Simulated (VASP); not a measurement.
Set up this calculation in VASP 6.6.1, as the native input.

```yaml
Task: relaxation of cell and atoms
Functional: PBE
Dispersion: D3(BJ)
Potentials_or_basis: VASP PAW PBE potentials, release 64 (C)
Cutoff: 600 eV
k_mesh: 14 × 14 × 14
Occupations: gaussian, width 0.02 eV
Spin: no spin polarisation
Dipole_correction: no
Further_INCAR_settings: ALGO = Normal; EDIFF = 1e-06; IBRION = 2; EDIFFG = -0.005; NSW = 100; ISIF = 3
```

The structure of C lies in POSCAR:

```
C
1.0
    0.0000000000      2.1270000000      3.3480000000
    1.2280000000      0.0000000000      3.3480000000
    1.2280000000      2.1270000000      0.0000000000
C
2
Direct
    0.1666700000      0.8333300000      0.1666700000
    0.8333300000      0.1666700000      0.8333300000
```

The input as run:

INCAR

```
PREC = Accurate
ENCUT = 600
EDIFF = 1E-6
ISMEAR = 0
SIGMA = 0.02
LREAL = False
LASPH = True
NELM = 100
ALGO = Normal
ISIF = 3
LWAVE = False
LCHARG = False
GGA = PE
IVDW = 12
IBRION = 2
NSW = 100
EDIFFG = -0.005
```

KPOINTS

```
regular mesh
0
Gamma
  14 14 14
```

Potentials or basis: VASP PAW PBE potentials, release 64 (C).

Command:

```bash
$ cat potpaw_PBE.64/C/POTCAR > POTCAR
$ mpirun -np 1 vasp_std > vasp.out
```

It gave:

```
Relaxed volume                         : 8.87 Å³/atom
Relaxed cell                           : a = 3.991 Å, b = 3.590 Å, c = 2.465 Å, α = 80.11°, β = 62.40°, γ = 37.48°
Space group after relaxing (to 0.05 Å) : Fmmm (No. 69)
Energy gained by relaxing              : 1.1 meV/atom
Ionic steps                            : 29
Pressure after relaxing                : 0.0 GPa
Band gap on the k mesh                 : 0.38 eV, indirect (least direct gap 0.47 eV)
Dispersion energy per atom             : -0.155 eV
```

Wall time 12 min on 1 thread of AMD EPYC 7R43 64-Core Processor (Zen 3), on a shared host, peak memory 0.17 GiB.
